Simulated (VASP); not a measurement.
WS:

```
CELL_PARAMETERS angstrom
3.00789 0.00000 0.00000
0.00000 3.00789 0.00000
0.00000 0.00000 3.00789
ATOMIC_POSITIONS crystal
W 0.50000 0.50000 0.50000
S 0.00000 0.00000 0.00000
```

Base run:

| Item | Value |
| --- | --- |
| Program | VASP 6.6.1 |
| Functional | PBE |
| Potentials or basis | VASP PAW PBE potentials, release 64 (W_sv, S) |
| Cutoff | 520 eV |
| k mesh | 9 × 9 × 9 |
| Occupations | fermi-dirac, width 0.05 eV |
| Spin | no spin polarisation |

Its results: band gap on the k mesh zero (bands 10 and 11 overlap by 2.50 eV); pressure 0.8 GPa.

The run is repeated on the same cell with these changes: functional from PBE to PBEsol-based screened hybrid with 25 % exact exchange; k mesh from 9 × 9 × 9 to 5 × 5 × 5. What comes out?

Band gap on the k mesh zero (bands 10 and 11 overlap by 2.34 eV); pressure -13.1 GPa.

Several settings changed at once.

Caveats: some runs use coarse meshes; spin-orbit coupling is left out, which moves the levels of the heavy elements; the PAW data sets were made with another functional, which shifts forces and pressure a little (at least some runs).
